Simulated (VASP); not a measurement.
# Si4Ag in VASP: further runs

Runs on Si4Ag. Level: PBE. Tasks: single point.

All numbers are computed with VASP 6.6.1; they aren't measurements. Logs are shortened: lines on timing, memory, paths and dates and some standing lists are left out, and cuts for length are marked.

**1. The cell of the first run**

The cell holds a slab with vacuum, 5 atoms: a = 3.868 Å, b = 3.868 Å, c = 19.612 Å, α = 90.00°, β = 90.00°, γ = 90.00°.

**2. Single point, PBE, collinear spin**

Contents of INCAR:

```
ALGO = Normal ; DIPOL = 0.5 0.5 0.349
EDIFF = 1E-6 ; ENCUT = 400
GGA = PE ; GGA_COMPAT = F
IDIPOL = 3 ; ISIF = 2
ISMEAR = 0 ; ISPIN = 2
LASPH = T ; LCHARG = F
LDIPOL = T ; LMAXMIX = 4
LORBIT = 11 ; LREAL = F
LWAVE = F ; MAGMOM = 0 0 0 0 1
NBANDS = 26 ; NELM = 200
NELMDL = -8 ; PREC = Accurate
SIGMA = 0.05
```

Contents of KPOINTS:

```
k-points
0
Gamma
  7 7 1
```

Contents of POSCAR:

```
Si4Ag
1.0
    3.8675357018      0.0000000000      0.0000000000
    0.0000000000      3.8675357018      0.0000000000
    0.0000000000      0.0000000000     19.6115149105
Si Ag
4 1
Direct
    0.0000000000      0.5000000000      0.2039618060
    0.0000000000      0.0000000000      0.2736851480
    0.5000000000      0.0000000000      0.3452315356
    0.5000000000      0.5000000000      0.4136098077
    0.6250000000      0.8750000000      0.5067782736
```

Potentials or basis: VASP PAW PBE potentials, release 64 (Si, Ag).

On the command line:

```
$ cat potpaw_PBE.64/Si/POTCAR potpaw_PBE.64/Ag/POTCAR > POTCAR
$ mpirun -np 1 vasp_std > vasp.out
```

OUTCAR:

```text
EDIFF = 1E-6
   ENCUT = 400
   GGA = PE
   ISIF = 2
   ISMEAR = 0
   ISPIN = 2
   LASPH = T
   LORBIT = 11
   LREAL = F
   NELM = 200
   NELMDL = -8
   PREC = Accurate

 ion  position               nearest neighbor table
   1  0.000  0.500  0.204-   2 2.37   2 2.37
   2  0.000  0.000  0.274-   1 2.37   1 2.37   3 2.39   3 2.39
   3  0.500  0.000  0.345-   4 2.35   4 2.35   2 2.39   2 2.39   5 3.24
   4  0.500  0.500  0.414-   3 2.35   3 2.35   5 2.38   5 3.07
   5  0.625  0.875  0.507-   4 2.38   4 3.07   3 3.24

  LATTYP: Found a simple tetragonal cell.
 ALAT       =     3.8675357018
 C/A-ratio  =     5.0708038458

  Lattice vectors:

 A1 = (   3.8675357018,   0.0000000000,   0.0000000000)
 A2 = (   0.0000000000,   3.8675357018,   0.0000000000)
 A3 = (   0.0000000000,   0.0000000000,  19.6115149105)

Analysis of symmetry for initial positions (statically):
=====================================================================
 Subroutine PRICEL returns:
 Original cell was already a primitive cell.

 Routine SETGRP: Setting up the symmetry group for a
 simple tetragonal supercell.

 Subroutine GETGRP returns: Found  1 space group operations
 (whereof  1 operations were pure point group operations)
 out of a pool of 16 trial point group operations.

The static configuration has the point symmetry C_1 .

Analysis of symmetry for dynamics (positions and initial velocities):
=====================================================================
 Subroutine PRICEL returns:
 Original cell was already a primitive cell.

 Routine SETGRP: Setting up the symmetry group for a
 simple tetragonal supercell.

 Subroutine GETGRP returns: Found  1 space group operations
 (whereof  1 operations were pure point group operations)
 out of a pool of 16 trial point group operations.

The dynamic configuration has the point symmetry C_1 .

Analysis of structural, dynamic, and magnetic symmetry:
=====================================================================
 Subroutine PRICEL returns:
 Original cell was already a primitive cell.

 Routine SETGRP: Setting up the symmetry group for a
 simple tetragonal supercell.

 Subroutine GETGRP returns: Found  1 space group operations
 (whereof  1 operations were pure point group operations)
 out of a pool of 16 trial point group operations.

The overall configuration has the point symmetry C_1 .

 Subroutine INISYM returns: Found  1 space group operations
 (whereof  1 operations are pure point group operations),
 and found     1 'primitive' translations

----------------------------------------------------------------------------------------

                                     Primitive cell

  volume of cell :     293.3458

  direct lattice vectors                    reciprocal lattice vectors
     3.867535702  0.000000000  0.000000000     0.258562578  0.000000000  0.000000000
     0.000000000  3.867535702  0.000000000     0.000000000  0.258562578  0.000000000
     0.000000000  0.000000000 19.611514910     0.000000000  0.000000000  0.050990452

  length of vectors
     3.867535702  3.867535702 19.611514910     0.258562578  0.258562578  0.050990452

  position of ions in fractional coordinates (direct lattice)
     0.000000000  0.500000000  0.203961806
     0.000000000  0.000000000  0.273685148
     0.500000000  0.000000000  0.345231536
     0.500000000  0.500000000  0.413609808
     0.625000000  0.875000000  0.506778274

  ion indices of the primitive-cell ions
   primitive index   ion index
                 1           1
                 2           2
                 3           3
                 4           4
                 5           5

----------------------------------------------------------------------------------------

 KPOINTS: k-points

Automatic generation of k-mesh.
 Grid dimensions read from file:
 generate k-points for:    7    7    1

[... 42 lines left out ...]
  0.285714  0.428571  0.000000      2.000000
  0.428571  0.428571  0.000000      2.000000
   k-points           NKPTS =     25   k-points in BZ     NKDIM =     25   number of bands    NBANDS=     26
   number of dos      NEDOS =    301   number of ions     NIONS =      5
   total plane-waves  NPLWV = 100352
   dimension x,y,z NGX =    28 NGY =   28 NGZ =  128
   dimension x,y,z NGXF=    56 NGYF=   56 NGZF=  256
   ions per type =               4   1
   NGX,Y,Z   is equivalent  to a cutoff of  12.04, 12.04, 10.85 a.u.
   NGXF,Y,Z  is equivalent  to a cutoff of  24.07, 24.07, 21.70 a.u.
 SYSTEM =  unknown system
   PREC   = accura    normal or accurate (medium, high low for compatibility)
   ISTART =      0    job   : 0-new  1-cont  2-samecut
   ICHARG =      2    charge: 1-file 2-atom 10-const
   ISPIN  =      2    spin polarized calculation?
   LNONCOLLINEAR =      F non collinear calculations
   LSORBIT =      F    spin-orbit coupling
   LASPH  =      T    aspherical Exc in radial PAW
   ENCUT  =  400.0 eV  29.40 Ry    5.42 a.u.   6.31  6.31 31.98*2*pi/ulx,y,z
   NELM   =    200;   NELMIN=  2; NELMDL= -8     # of ELM steps
   EDIFF  = 0.1E-05   stopping-criterion for ELM
   LREAL  =      F    real-space projection
   EDIFFG = 0.1E-04   stopping-criterion for IOM
   NSW    =      0    number of steps for IOM
   IBRION =     -1    ionic relax: 0-MD 1-quasi-New 2-CG
   NFREE  =      0    steps in history (QN), initial steepest desc. (CG)
   ISIF   =      2    stress and relaxation
   ISYM   =      2    0-nonsym 1-usesym 2-fastsym
   POTIM  = 0.5000    time-step for ionic-motion
   TEBEG  =    0.0;   TEEND  =   0.0 temperature during run
   PSTRESS=    0.0 pullay stress
   NELECT =      27.0000    total number of electrons
   NUPDOWN=      -1.0000    fix difference up-down
   EMIN   =  10.00;   EMAX   =-10.00  energy-range for DOS
   EFERMI =   0.00;   METHOD = LEGACY
   ISMEAR =     0;   SIGMA  =   0.05  broadening in eV -4-tet -1-fermi 0-gaus
   EFERMI_NEDOS =   21; number of points for ismear=-14 and -15
   IALGO  =     38    algorithm
   IMIX   =      4    mixing-type and parameters
     AMIX     =   0.40;   BMIX     =  1.00
     AMIX_MAG =   1.60;   BMIX_MAG =  1.00
  volume/ion in A,a.u.               =      58.67       395.92
  Fermi-wavevector in a.u.,A,eV,Ry     =   0.739156  1.396802  7.433566  0.546352
  Thomas-Fermi vector in A             =   1.833251
   LORBIT       =     11    0 simple, 1 ext, 2 COOP (PROOUT), +10 PAW based schemes
   GGA     = PE    functional components
   LHFCALC =     F    Hartree Fock is set to
   AEXX    =    0.0000 exact exchange contribution
   IVDW    =     0    specifies the selected vdW correction
   LEPSILON=     F    determine dielectric tensor
   LRPA    =     F    only Hartree local field effects (RPA)
 spin polarized calculation
 Gauss-broadening in eV      SIGMA  =   0.05
  energy-cutoff  :      400.00
  volume of cell :      293.35
 maximum number of plane-waves:      5352
 NGX is ok and might be reduce to    28
   NGX = 13   NGY = 13   NGZ = 63

 dipolmoment           0.000000      0.000000      0.007380 electrons x Angstroem

 number of electron      27.0000006 magnetization       0.0000657

 dipolmoment           0.000000      0.000000     -0.148558 electrons x Angstroem

 Free energy of the ion-electron system (eV)
  ---------------------------------------------------
  ext. energy  EPLUGINS =         0.00000000
  ---------------------------------------------------
  free energy    TOTEN  =       -20.33800315 eV

  energy without entropy =      -20.33431939  energy(sigma->0) =      -20.33616127

 E-fermi :  -0.8490     XC(G=0):  -4.4310

 val. band max:       -0.8573433544   @ k =   0.2857   0.2857   0.0000
 cond. band min:      -0.8381474762   @ k =  -0.2857   0.2857   0.0000
 fundamental gap:      0.0191958782
 Fermi energy:        -0.8489708655

 spin component 1

 k-point     1 :       0.0000    0.0000    0.0000
  band No.  band energies     occupation
      1     -11.9265      1.00000
      2      -9.9435      1.00000
      3      -7.0866      1.00000
      4      -5.5880      1.00000
      5      -5.5207      1.00000
      6      -5.2966      1.00000
[... 661 lines left out ...]
     24       5.5724      0.00000
     25       6.2048      0.00000

 [... further k-points ...]

 spin component 2

 k-point     1 :       0.0000    0.0000    0.0000
  band No.  band energies     occupation
      1     -11.9265      1.00000
      2      -9.9435      1.00000
      3      -7.0866      1.00000
      4      -5.5880      1.00000
      5      -5.5207      1.00000
      6      -5.2966      1.00000
[... 661 lines left out ...]
     24       5.5721      0.00000
     25       6.1991      0.00000

 [... further k-points ...]

 [bands above 25 left out]

------------------------ aborting loop because EDIFF is reached ----------------------------------------

 vacuum level on the upper side and lower side of the slab       (xc-potential included)        -1.060         0.714

  FORCE on cell =-STRESS in cart. coord.  units (eV):
  Direction    XX          YY          ZZ          XY          YZ          ZX
  --------------------------------------------------------------------------------------
  -------------------------------------------------------------------------------------
  Total       -4.1172163     -1.8857321     -0.1385582      0.2404082      0.3765813      0.2001133
  in kB      -22.4871524    -10.2993726     -0.7567687      1.3130465      2.0567881      1.0929665
  external PRESSURE =     -11.1810979 kB  Pullay stress =       0.0000000 kB

 VOLUME and BASIS-vectors are now :
 -----------------------------------------------------------------------------
  energy-cutoff  :      400.00
  volume of cell :      293.35
      direct lattice vectors                 reciprocal lattice vectors
     3.867535702  0.000000000  0.000000000     0.258562578  0.000000000  0.000000000
     0.000000000  3.867535702  0.000000000     0.000000000  0.258562578  0.000000000
     0.000000000  0.000000000 19.611514910     0.000000000  0.000000000  0.050990452

 POSITION                                       TOTAL-FORCE (eV/Angst)
 -----------------------------------------------------------------------------------
      0.00000      1.93377      4.00000        -0.018556      0.021987     -0.004819
      0.00000      0.00000      5.36738         0.020448      0.060878      0.068845
      1.93377      0.00000      6.77051         0.001213     -0.057489     -0.091689
      1.93377      1.93377      8.11151        -0.102721     -0.331099      0.048708
      2.41721      3.38409      9.93869         0.099616      0.305724     -0.021045
 -----------------------------------------------------------------------------------
    total drift:                                0.000097     -0.000083     -0.000498

  FREE ENERGIE OF THE ION-ELECTRON SYSTEM (eV)
  ---------------------------------------------------
  free  energy   TOTEN  =       -20.3380031481 eV

  energy  without entropy=      -20.3343193860  energy(sigma->0) =      -20.33616127

 vacuum level on the upper side and lower side of the slab         2.550         4.371

 total charge

# of ion       s       p       d       tot
------------------------------------------
    1        0.865   0.712   0.000   1.577
    2        0.773   0.887   0.000   1.660
    3        0.770   0.878   0.000   1.649
    4        0.804   0.803   0.000   1.607
    5        0.405   0.132   9.237   9.774
--------------------------------------------------
tot          3.618   3.412   9.237  16.267

 magnetization (x)

# of ion       s       p       d       tot
------------------------------------------
    1        0.000   0.000   0.000   0.000
    2       -0.000   0.000   0.000   0.000
    3        0.000  -0.000   0.000  -0.000
    4        0.000   0.000   0.000   0.000
    5       -0.000  -0.000   0.000   0.000
--------------------------------------------------
tot          0.000   0.000   0.000   0.000
```

Run time: 4.4 min. Hardware: 1 thread of AMD EPYC 9R45 (Zen 5), shared host; peak memory 0.45 GiB.

What came out:

```yaml
Free_energy: -20.3380 eV
Largest_force: 0.350 eV/Å
Net_moment: 0.00 μB per cell
Valence_electrons_inside_the_program's_atomic_spheres: Si 1.58, 1.66, 1.65, 1.61; Ag 9.77
```

Forces on the atoms (eV/Å):
```
Si  -0.019  0.022 -0.005
Si   0.020  0.061  0.069
Si   0.001 -0.057 -0.092
Si  -0.103 -0.331  0.049
Ag   0.100  0.306 -0.021
```

**3. Single point, PBE, collinear spin**

Contents of INCAR:

```
SYSTEM = Si4Ag
ALGO = Normal ; DIPOL = 0.5 0.5 0.348
EDIFF = 1E-6 ; ENCUT = 400
GGA = PE ; GGA_COMPAT = .False.
IDIPOL = 3 ; ISIF = 2
ISMEAR = 0 ; ISPIN = 2
LASPH = .True. ; LCHARG = .True.
LDIPOL = .True. ; LELF = .True.
LMAXMIX = 4 ; LORBIT = 11
LREAL = .False. ; LVACPOTAV = .True.
LVHAR = .True. ; LWAVE = .False.
MAGMOM = 0 0 0 0 1 ; NBANDS = 26
NELM = 200 ; NELMDL = -8
PREC = Accurate ; SIGMA = 0.05
```

Contents of KPOINTS:

```
k-points
0
Gamma
  7 7 1
  0 0 0
```

POSCAR, as its differences from that of step 2:

```diff
@@ -12,2 +12,2 @@
     0.5000000000      0.5000000000      0.4136098077
-    0.6250000000      0.8750000000      0.5067782736
+    0.8750000000      0.6250000000      0.5022377059
```

Potentials or basis: VASP PAW PBE potentials, release 64 (Si, Ag).

On the command line:

```
$ cat potpaw_PBE.64/Si/POTCAR potpaw_PBE.64/Ag/POTCAR > POTCAR
$ mpirun -np 1 vasp_std > vasp.out
```

It took 4 min on 1 thread of AMD EPYC 9R45 (Zen 5), shared host; peak memory 0.45 GiB.

Results (log left out):

```
Free energy                                           : -20.7405 eV
Largest force                                         : 1.028 eV/Å
Net moment                                            : 0.00 μB per cell
Valence electrons inside the program's atomic spheres : Si 1.58, 1.66, 1.62 (each value once); Ag 9.82
```

Forces in eV/Å, atoms in the order of the input:
```
Si  -0.021  0.011 -0.067
Si   0.028  0.063  0.177
Si  -0.058 -0.073  0.042
Si  -0.973  0.086 -0.147
Ag   1.024 -0.087 -0.006
```

Levels at points of the mesh, in eV from the Fermi level:
Spin up:
```tsv
k point	band 9	band 10	band 11	band 12	band 13	band 14	band 15	band 16	band 17	band 18
(0.00, 0.00, 0.00)	-2.88	-2.05	-1.80	-0.68	-0.58	0.87	1.17	1.64	1.78	2.84
```
Spin down:
| k point | band 10 | band 11 | band 12 | band 13 | band 14 | band 15 | band 16 | band 17 |
| --- | --- | --- | --- | --- | --- | --- | --- | --- |
| (0.00, 0.00, 0.00) | -2.05 | -1.80 | -0.68 | -0.58 | 0.87 | 1.17 | 1.64 | 1.78 |

**4. Single point, PBE, collinear spin**

Contents of INCAR:

```
SYSTEM = Si4Ag
PREC     = Accurate       ! precision mode
ENCUT    = 400            ! plane-wave cutoff, eV
EDIFF    = 1E-6           ! SCF threshold, eV
ISMEAR   = 0              ! smearing method
SIGMA    = 0.05           ! smearing width, eV
LREAL    = .FALSE.        ! projectors in reciprocal space
LASPH    = .TRUE.         ! aspherical terms in the spheres
NELM     = 200            ! most SCF steps
ALGO     = Normal         ! electronic algorithm
ISIF     = 2              ! what is computed and relaxed
LWAVE    = .FALSE.        ! write WAVECAR
LCHARG   = .FALSE.        ! write CHGCAR
ISPIN    = 2              ! spin polarisation
MAGMOM   = 0 0 0 0 1      ! initial moments
LORBIT   = 11             ! projections on sites
LMAXMIX  = 4              ! l up to which the mixer works
LDIPOL   = .TRUE.       
IDIPOL   = 3            
DIPOL    = 0.5 0.5 0.351
GGA      = PE             ! functional
NBANDS   = 26             ! bands
GGA_COMPAT= .FALSE.      
NELMDL   = -8
```

Contents of KPOINTS:

```
Automatic mesh
0
G
  7 7 1
  0 0 0
```

POSCAR, as its differences from that of step 3:

```diff
@@ -12,2 +12,2 @@
     0.5000000000      0.5000000000      0.4136098077
-    0.8750000000      0.6250000000      0.5022377059
+    0.7500000000      0.6250000000      0.5205062067
```

Potentials or basis: VASP PAW PBE potentials, release 64 (Si, Ag).

On the command line:

```
$ cat potpaw_PBE.64/Si/POTCAR potpaw_PBE.64/Ag/POTCAR > POTCAR
$ mpirun -np 1 vasp_std > vasp.out
```

OUTCAR:

```text
SYSTEM = Si4Ag
   PREC = Accurate
   ENCUT = 400
   EDIFF = 1E-6
   ISMEAR = 0
   LREAL = .FALSE.
   LASPH = .TRUE.
   NELM = 200
   ISIF = 2
   ISPIN = 2
   LORBIT = 11
   GGA = PE
   NELMDL = -8

 ion  position               nearest neighbor table
   1  0.000  0.500  0.204-   2 2.37   2 2.37
   2  0.000  0.000  0.274-   1 2.37   1 2.37   3 2.39   3 2.39
   3  0.500  0.000  0.345-   4 2.35   4 2.35   2 2.39   2 2.39
   4  0.500  0.500  0.414-   3 2.35   3 2.35   5 2.36
[... 1592 lines left out ...]
     0.000000000  0.000000000 19.611514910     0.000000000  0.000000000  0.050990452

 POSITION                                       TOTAL-FORCE (eV/Angst)
 -----------------------------------------------------------------------------------
      0.00000      1.93377      4.00000        -0.045318      0.012347     -0.051826
      0.00000      0.00000      5.36738         0.073202      0.050574      0.103605
      1.93377      0.00000      6.77051        -0.064166     -0.076082      0.160456
      1.93377      1.93377      8.11151        -0.322181      0.081010     -0.193158
      2.90065      2.41721     10.20792         0.358463     -0.067850     -0.019076
 -----------------------------------------------------------------------------------
    total drift:                                0.000177     -0.000070      0.000565

  FREE ENERGIE OF THE ION-ELECTRON SYSTEM (eV)
  ---------------------------------------------------
  free  energy   TOTEN  =       -20.4142127646 eV

  energy  without entropy=      -20.4114114549  energy(sigma->0) =      -20.41281211

 vacuum level on the upper side and lower side of the slab         2.306         4.425

 total charge

# of ion       s       p       d       tot
------------------------------------------
    1        0.865   0.713   0.000   1.578
    2        0.772   0.888   0.000   1.660
    3        0.768   0.890   0.000   1.658
    4        0.813   0.793   0.000   1.606
    5        0.459   0.106   9.231   9.796
--------------------------------------------------
tot          3.677   3.390   9.231  16.298

 magnetization (x)

# of ion       s       p       d       tot
------------------------------------------
    1       -0.000   0.000   0.000   0.000
    2       -0.000   0.000   0.000   0.000
    3        0.000   0.000   0.000   0.000
    4       -0.000  -0.000   0.000  -0.000
    5       -0.000  -0.000   0.000  -0.000
--------------------------------------------------
tot         -0.000   0.000   0.000   0.000
```

stdout:

```text
POSCAR found type information on POSCAR SiAg
 POSCAR found :  2 types and       5 ions
 scaLAPACK will be used
 LDA part: xc-table for (Slater+PW92), standard interpolation
 POSCAR, INCAR and KPOINTS ok, starting setup
 FFT: planning ... GRIDC
 FFT: planning ... GRID_SOFT
 FFT: planning ... GRID
 WAVECAR not read
 entering main loop
```

Wall time 16 min (1 thread of AMD EPYC 7R43 (Zen 3), shared host); peak memory 0.45 GiB.

Results:

```yaml
Free_energy: -20.4142 eV
Largest_force: 0.384 eV/Å
Net_moment: 0.00 μB per cell
Valence_electrons_inside_the_program's_atomic_spheres: Si 1.58, 1.66, 1.61 (each value once); Ag 9.80
```

Forces in eV/Å, atoms in the order of the input:
```
Si  -0.045  0.012 -0.052
Si   0.073  0.051  0.104
Si  -0.064 -0.076  0.160
Si  -0.322  0.081 -0.193
Ag   0.358 -0.068 -0.019
```

(Part 1 of 2 ends here.)
